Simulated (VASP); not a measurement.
# C in VASP: notebook

C is run at these levels: LDA; tasks: single point.

Everything below comes from runs of VASP 6.6.1. Logs are shortened: lines on timing, memory, paths and dates and some standing lists are left out, and cuts for length are marked.

**1. The cell of the first run**

The cell holds a slab with vacuum, 2 atoms: a = 2.497 Å, b = 2.497 Å, c = 16.510 Å, α = 90.00°, β = 90.00°, γ = 120.00°.

**2. Single point, LDA**

File INCAR:

```
SYSTEM = C
PREC = Accurate
ENCUT = 520
EDIFF = 1E-6
ISMEAR = -1
SIGMA = 0.02
LREAL = .FALSE.
LASPH = .TRUE.
NELM = 120
ALGO = Normal
ISIF = 2
LWAVE = .FALSE.
LCHARG = .TRUE.
LDIPOL = .TRUE.
IDIPOL = 3
DIPOL = 0.5 0.5 0.500
LELF = .TRUE.
LVHAR = .TRUE.
LVACPOTAV = .TRUE.
NBANDS = 11
GGA_COMPAT = .FALSE.
NELMDL = -8
```

File KPOINTS:

```
regular mesh
0
G
  14 14 1
  0 0 0
```

File POSCAR:

```
C
1.0
    2.4973051747      0.0000000000      0.0000000000
   -1.2486525873      2.1627297223      0.0000000000
    0.0000000000      0.0000000000     16.5098000000
C
2
Direct
    0.8333333333      0.1666666667      0.5000058825
    0.1666666667      0.8333333333      0.4999941175
```

Potentials or basis: VASP PAW LDA potentials, release 64 (C).

Command:

```console
cat potpaw_LDA.64/C/POTCAR > POTCAR
mpirun -np 1 vasp_std > vasp.out
```

OUTCAR:

```text
SYSTEM = C
   PREC = Accurate
   ENCUT = 520
   EDIFF = 1E-6
   ISMEAR = -1
   LREAL = .FALSE.
   LASPH = .TRUE.
   NELM = 120
   ISIF = 2
   NELMDL = -8

 ion  position               nearest neighbor table
   1  0.833  0.167  0.500-   2 1.44   2 1.44   2 1.44
   2  0.167  0.833  0.500-   1 1.44   1 1.44   1 1.44

  LATTYP: Found a hexagonal cell.
 ALAT       =     2.4973051747
 C/A-ratio  =     6.6110462459

  Lattice vectors:

 A1 = (   2.4973051747,   0.0000000000,   0.0000000000)
 A2 = (  -1.2486525873,   2.1627297223,   0.0000000000)
 A3 = (   0.0000000000,   0.0000000000,  16.5098000000)

Analysis of symmetry for initial positions (statically):
=====================================================================
 Subroutine PRICEL returns:
 Original cell was already a primitive cell.

 Routine SETGRP: Setting up the symmetry group for a
 hexagonal supercell.

 Subroutine GETGRP returns: Found 12 space group operations
 (whereof  4 operations were pure point group operations)
 out of a pool of 24 trial point group operations.

The static configuration has the point symmetry C_2h.
 The point group associated with its full space group is D_3d.

Analysis of symmetry for dynamics (positions and initial velocities):
=====================================================================
 Subroutine PRICEL returns:
 Original cell was already a primitive cell.

 Routine SETGRP: Setting up the symmetry group for a
 hexagonal supercell.

 Subroutine GETGRP returns: Found 12 space group operations
 (whereof  4 operations were pure point group operations)
 out of a pool of 24 trial point group operations.

The dynamic configuration has the point symmetry C_2h.
 The point group associated with its full space group is D_3d.

 Subroutine INISYM returns: Found 12 space group operations
 (whereof  4 operations are pure point group operations),
 and found     1 'primitive' translations

----------------------------------------------------------------------------------------

                                     Primitive cell

  volume of cell :      89.1694

  direct lattice vectors                    reciprocal lattice vectors
     2.497305175  0.000000000  0.000000000     0.400431637  0.231189314  0.000000000
    -1.248652587  2.162729722  0.000000000     0.000000000  0.462378627  0.000000000
     0.000000000  0.000000000 16.509800000     0.000000000  0.000000000  0.060570086

  length of vectors
[... 90 lines left out ...]
   TEBEG  =    0.0;   TEEND  =   0.0 temperature during run
   PSTRESS=    0.0 pullay stress
   NELECT =       8.0000    total number of electrons
   NUPDOWN=      -1.0000    fix difference up-down
   EMIN   =  10.00;   EMAX   =-10.00  energy-range for DOS
   EFERMI =   0.00;   METHOD = LEGACY
   ISMEAR =    -1;   SIGMA  =   0.02  broadening in eV -4-tet -1-fermi 0-gaus
   EFERMI_NEDOS =   21; number of points for ismear=-14 and -15
   IALGO  =     38    algorithm
   IMIX   =      4    mixing-type and parameters
     AMIX     =   0.40;   BMIX     =  1.00
     AMIX_MAG =   1.60;   BMIX_MAG =  1.00
  volume/ion in A,a.u.               =      44.58       300.87
  Fermi-wavevector in a.u.,A,eV,Ry     =   0.732880  1.384943  7.307869  0.537113
  Thomas-Fermi vector in A             =   1.825452
   LORBIT       =      0    0 simple, 1 ext, 2 COOP (PROOUT), +10 PAW based schemes
   GGA     = CA    functional components
   LHFCALC =     F    Hartree Fock is set to
   AEXX    =    0.0000 exact exchange contribution
   IVDW    =     0    specifies the selected vdW correction
   LEPSILON=     F    determine dielectric tensor
   LRPA    =     F    only Hartree local field effects (RPA)
 non-spin polarized calculation
  energy-cutoff  :      520.00
  volume of cell :       89.17
 maximum number of plane-waves:      2425
 NGX is ok and might be reduce to    20
   NGX =  9   NGY =  9   NGZ = 61

 number of electron       8.0000000 magnetization

 dipolmoment           0.000000      0.000000      0.000000 electrons x Angstroem

 Free energy of the ion-electron system (eV)
  ---------------------------------------------------
  ext. energy  EPLUGINS =         0.00000000
  ---------------------------------------------------
  free energy    TOTEN  =       -20.12167749 eV

  energy without entropy =      -20.12167749  energy(sigma->0) =      -20.12167749

 E-fermi :  -2.9751     XC(G=0):  -2.6633

 val. band max:       -3.4147968259   @ k =   0.3571   0.2857   0.0000
 cond. band min:      -2.2432945566   @ k =   0.3571   0.2857   0.0000
 fundamental gap:      1.1715022693
 Fermi energy:        -2.9751192311

 k-point     1 :       0.0000    0.0000    0.0000
  band No.  band energies     occupation
      1     -21.8182      2.00000
      2     -10.2059      2.00000
      3      -5.8679      2.00000
      4      -5.8679      2.00000
      5       0.7009      0.00000
      6       1.7049      0.00000
      7       2.1132      0.00000
      8       3.6130      0.00000
      9       4.2132      0.00000
     10       5.1909      0.00000
     11       5.1909      0.00000
[... 309 lines left out ...]
 k-point    24 :       0.3571    0.2857    0.0000
  band No.  band energies     occupation
      1     -15.5225      2.00000
      2     -14.8742      2.00000
      3     -12.8469      2.00000
      4      -3.4148      2.00000
      5      -2.2433      0.00000
      6       7.5944      0.00000
      7       9.4988      0.00000
      8       9.5629      0.00000
      9      10.0103      0.00000
     10      11.4943      0.00000
     11      11.9035      0.00000

------------------------ aborting loop because EDIFF is reached ----------------------------------------

  FORCE on cell =-STRESS in cart. coord.  units (eV):
  Direction    XX          YY          ZZ          XY          YZ          ZX
  --------------------------------------------------------------------------------------
  -------------------------------------------------------------------------------------
  Total       -2.7153361     -2.7153361     -0.0133210     -0.0000000      0.0000000     -0.0000000
  in kB      -48.7886160    -48.7886160     -0.2393490     -0.0000000      0.0000000     -0.0000000
  external PRESSURE =     -32.6055270 kB  Pullay stress =       0.0000000 kB

 VOLUME and BASIS-vectors are now :
 -----------------------------------------------------------------------------
  energy-cutoff  :      520.00
  volume of cell :       89.17
      direct lattice vectors                 reciprocal lattice vectors
     2.497305175  0.000000000  0.000000000     0.400431637  0.231189314  0.000000000
    -1.248652587  2.162729722  0.000000000     0.000000000  0.462378627  0.000000000
     0.000000000  0.000000000 16.509800000     0.000000000  0.000000000  0.060570086

 POSITION                                       TOTAL-FORCE (eV/Angst)
 -----------------------------------------------------------------------------------
      1.87298      0.36045      8.25500         0.000000     -0.000000     -0.003452
     -0.62433      1.80227      8.25480        -0.000000      0.000000      0.003452
 -----------------------------------------------------------------------------------
    total drift:                               -0.000000      0.000000     -0.000000

  FREE ENERGIE OF THE ION-ELECTRON SYSTEM (eV)
  ---------------------------------------------------
  free  energy   TOTEN  =       -20.1216774873 eV

  energy  without entropy=      -20.1216774873  energy(sigma->0) =      -20.12167749

 vacuum level on the upper side and lower side of the slab         1.839         1.839
```

OSZICAR:

```text
N       E                     dE             d eps       ncg     rms          rms(c)
DAV:   1     0.469402526875E+02    0.46940E+02   -0.32619E+03   528   0.521E+02
DAV:   2    -0.170712463681E+02   -0.64011E+02   -0.59110E+02   747   0.125E+02
DAV:   3    -0.213546555511E+02   -0.42834E+01   -0.42743E+01   747   0.387E+01
[... 13 lines left out ...]
DAV:  17    -0.201215488425E+02   -0.27055E-03   -0.56528E-05   566   0.248E-02    0.108E-02
DAV:  18    -0.201216489900E+02   -0.10015E-03   -0.77184E-06   602   0.101E-02    0.358E-03
DAV:  19    -0.201216674782E+02   -0.18488E-04   -0.71148E-07   642   0.296E-03    0.473E-03
DAV:  20    -0.201216768400E+02   -0.93618E-05   -0.16569E-07   560   0.173E-03    0.136E-03
DAV:  21    -0.201216774873E+02   -0.64731E-06   -0.24275E-08   627   0.648E-04
   1 F= -.20121677E+02 E0= -.20121677E+02  d E =-.797813E-11
```

Run time: 74 s. Hardware: 1 thread of AMD EPYC 7R13, shared host; peak memory 0.14 GiB.

What came out:

| Quantity | Value |
| --- | --- |
| Free energy | -20.1217 eV |
| Largest force | 0.003 eV/Å |

Forces on the atoms (eV/Å):
```
C    0.000  0.000 -0.003
C    0.000  0.000  0.003
```

**3. Single point, LDA**

File INCAR:

```
SYSTEM = C
  ALGO = Normal
  DIPOL = 0.5 0.5 0.500
  EDIFF = 1E-6
  ENCUT = 520
  GGA = CA
  GGA_COMPAT = .False.
  IDIPOL = 3
  ISIF = 2
  ISMEAR = -1
  LASPH = .True.
  LCHARG = .True.
  LDIPOL = .True.
  LELF = .True.
  LREAL = .False.
  LVACPOTAV = .True.
  LVHAR = .True.
  LWAVE = .False.
  NBANDS = 11
  NELM = 120
  NELMDL = -8
  PREC = Accurate
  SIGMA = 0.02
```

File KPOINTS:

```
k-points
0
Gamma
  14 14 1
  0 0 0
```

POSCAR is that of step 2.

Potentials or basis: VASP PAW LDA potentials, release 64 (C).

Command:

```console
cat potpaw_LDA.64/C/POTCAR > POTCAR
mpirun -np 1 vasp_std > vasp.out
```

Wall time 73 s (1 thread of AMD EPYC 7R13, shared host); peak memory 0.14 GiB.

The run converged. Its results:

* Free energy: -20.1217 eV
* Largest force: 0.003 eV/Å

Forces in eV/Å, atoms in the order of the input:
```
C    0.000  0.000 -0.003
C    0.000  0.000  0.003
```
